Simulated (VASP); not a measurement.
CoSi2:

```xyz
3
Lattice="0.0000 2.5684 2.5684 2.5684 0.0000 2.5684 2.5684 2.5684 0.0000" Properties=species:S:1:pos:R:3 pbc="T T T"
Co    0.0000    0.0000    0.0000
Si    1.2842    1.2842    1.2842
Si    3.8526    3.8526    3.8526
```

Base run:

```yaml
Program: VASP 6.6.1
Functional: PBE
Potentials_or_basis: VASP PAW PBE potentials, release 64 (Co, Si)
Cutoff: 520 eV
k_mesh: 14 × 14 × 14
Occupations: gaussian, width 0.15 eV
Spin: collinear spin, ferromagnetic start
Starting_moments: "[1.375, 0.0, 0.0] μB"
Fixed_moment: 1.375 μB
```

Its results: pressure 39.1 GPa; site moments Co +0.85; Si +0.12 μB.

The run is repeated on the same cell with these changes: fixed moment from 1.375 μB to 1.65 μB; moments at the start from [1.38, 0.0, 0.0] to [1.65, 0.0, 0.0]. What comes out?

Pressure 42.4 GPa; site moments Co +1.02; Si +0.14 μB.

Caveats: the cell stands under pressure; the total moment is fixed, so each spin has its own Fermi level.
